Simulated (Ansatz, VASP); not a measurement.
Given: the input of a run of Ansatz 0.2.0 on CoSi2.

input.yaml

```yaml
crystal:
  lattice:
    - [0.0, 2.641806374, 2.641806374]
    - [2.641806374, 0.0, 2.641806374]
    - [2.641806374, 2.641806374, 0.0]
  atoms:
    - { symbol: Co, position: [0.0, 0.0, 0.0], spin: 4.0 }
    - { symbol: Si, position: [0.75, 0.75, 0.75] }
    - { symbol: Si, position: [0.25, 0.25, 0.25] }
hamiltonian:
  xc: blyp
  pseudopotentials: { kind: paw }
  dispersion: d4
magnetization:
  spin_polarized: true
  initial_magnetization: 4.0
  spin_locking: { lock_magnetization: hard }
kpoints:
  mp_grid: { grid: [9, 9, 9] }
scf:
  occupations: { method: tetrahedron }
output:
  forces: true
  stress: true
```

Potentials or basis: Ansatz PAW.

Run with:

```bash
$ ansatz run input.yaml --threads 2 --pin off --max-ram 5632MiB --backend cpu --events-out ev --progress --plain --runs-dir out
```

Task: Translate it to VASP 6.6.1. Potentials there: VASP PAW PBE potentials, release 64 (Co, Si).

Result: As run (the cutoff follows the program's own potentials):

Contents of INCAR:

```
SYSTEM = CoSi2
PREC = Accurate ; ENCUT = 520
EDIFF = 1E-6 ; ISMEAR = -5
SIGMA = 0.05 ; LREAL = .FALSE.
LASPH = .TRUE. ; NELM = 150
ALGO = Normal ; ISIF = 2
LWAVE = .FALSE. ; LCHARG = .FALSE.
ISPIN = 2 ; MAGMOM = 4 0 0
LORBIT = 11 ; NUPDOWN = 4.0
LMAXMIX = 4 ; GGA = B5
ALDAX = 1.0 ; AGGAX = 1.0
AGGAC = 1.0 ; ALDAC = 0.0
IVDW = 13 ; VDW_S6 = 1.0
VDW_S8 = 2.34076671 ; VDW_A1 = 0.44488865
VDW_A2 = 4.0933009 ; NBANDS = 20
```

File KPOINTS:

```
regular mesh
0
G
  9 9 9
  0 0 0
```

File POSCAR:

```
CoSi2
1.0
    0.0000000000      2.6418063740      2.6418063740
    2.6418063740      0.0000000000      2.6418063740
    2.6418063740      2.6418063740      0.0000000000
Co Si
1 2
Direct
    0.0000000000      0.0000000000      0.0000000000
    0.7500000000      0.7500000000      0.7500000000
    0.2500000000      0.2500000000      0.2500000000
```

Potentials or basis: VASP PAW PBE potentials, release 64 (Co, Si).

Run with:

```sh
$ cat potpaw_PBE.64/Co/POTCAR potpaw_PBE.64/Si/POTCAR > POTCAR
$ mpirun -np 1 vasp_std > vasp.out
```

Both were run:

|  | VASP | Ansatz | Ansatz less VASP |
| --- | --- | --- | --- |
| net moment per atom (μB) | 1.33 | 1.33 | 0.000 |
| size of the moment on the site where the two differ most (μB) | 2.27 | 2.10 | -0.171 |

VASP's potentials were made for PBE, not for BLYP. Site moments also hang on the region over which each program counts them. VASP's potentials hold 17 valence electrons a cell and Ansatz's 25, so a difference there can come from the potentials and not from the codes.
